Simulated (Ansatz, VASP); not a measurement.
MoS2: VASP beside Ansatz

Contents of POSCAR:

```
MoS2
1.0
    3.2274645616      0.0000000000      0.0000000000
   -1.6137322808      2.7950663001      0.0000000000
    0.0000000000      0.0000000000      6.3124734200
Mo S
1 2
Direct
    0.0000000000      0.0000000000      0.5000000000
    0.6666666667      0.3333333333      0.7446806800
    0.3333333333      0.6666666667      0.2553193200
```

INCAR.step1

```
SYSTEM = MoS2
ALGO = Normal
EDIFF = 1E-4
ENCUT = 520
GGA = PE
ISMEAR = -1
LASPH = .TRUE.
LCHARG = .FALSE.
LREAL = .FALSE.
LWAVE = .TRUE.
NBANDS = 20
NELM = 60
PREC = Accurate
SIGMA = 0.05
```

File INCAR.step2:

```
SYSTEM = MoS2
ALGO = Normal
EDIFF = 1E-6
ENCUT = 520
ISIF = 2
ISMEAR = -1
ISTART = 1
LASPH = .TRUE.
LCHARG = .TRUE.
LELF = .TRUE.
LMIXTAU = .TRUE.
LREAL = .FALSE.
LVHAR = .TRUE.
LWAVE = .FALSE.
METAGGA = R2SCAN
NBANDS = 20
NELM = 60
PREC = Accurate
SIGMA = 0.05
```

KPOINTS

```
k-points
0
G
  9 9 4
  0 0 0
```

input.yaml

```yaml
crystal:
  lattice:
    - [3.2274645616, 0.0, 0.0]
    - [-1.6137322808, 2.7950663001, 0.0]
    - [0.0, 0.0, 6.31247342]
  atoms:
    - { symbol: Mo, position: [0.0, 0.0, 0.5] }
    - { symbol: S, position: [0.6666666667, 0.3333333333, 0.74468068] }
    - { symbol: S, position: [0.3333333333, 0.6666666667, 0.25531932] }
hamiltonian:
  xc: r2scan
  pseudopotentials: { kind: paw }
kpoints:
  mp_grid: { grid: [9, 9, 4] }
  band_path:
    path:
      - [[0.0, 0.0, 0.0], [0.5, 0.0, 0.0], [0.3333333333, 0.3333333333, 0.0], [0.0, 0.0, 0.0], [0.0, 0.0, 0.5], [0.5, 0.0, 0.5], [0.3333333333, 0.3333333333, 0.5], [0.0, 0.0, 0.5]]
      - [[0.5, 0.0, 0.5], [0.5, 0.0, 0.0]]
      - [[0.3333333333, 0.3333333333, 0.0], [0.3333333333, 0.3333333333, 0.5]]
    npoints: 14
scf:
  occupations: { method: fermi_dirac, width: 0.05 }
  n_extra_bands: 7
output:
  forces: true
  stress: true
  eigenvalues: true
  fatbands: false
```

Alike in both runs: functional r2SCAN; k mesh 9 × 9 × 4; occupations fermi-dirac, width 0.05 eV; no spin polarisation.

|  | VASP | Ansatz |
| --- | --- | --- |
| version | VASP 6.6.1 | Ansatz 0.2.0 |
| potentials or method | VASP PAW PBE potentials, release 64 (Mo_sv, S) | Ansatz PAW |
| plane-wave cutoff (eV) | 520 | 500 |
| valence electrons in the cell | 26 | 26 |
| task | single point | band structure |

Ansatz gave:

- gap on the k mesh at the Fermi level (eV): none
- pressure (GPa): 0.0
- traceless stress, the component that is largest in VASP (GPa): 0.41
- rms of the force components (eV/Å): 0.038

Task: Which values does VASP return?

Result: gap on the k mesh at the Fermi level (eV): none; pressure (GPa): 0.0; traceless stress, the component that is largest in VASP (GPa): 0.40; rms of the force components (eV/Å): 0.041.

VASP's potentials were made for PBE, not for r2SCAN. Atom by atom the forces differ by 0.003 eV/Å (rms over components). A gap of «none» marks a metal or a gap that the smearing closes.
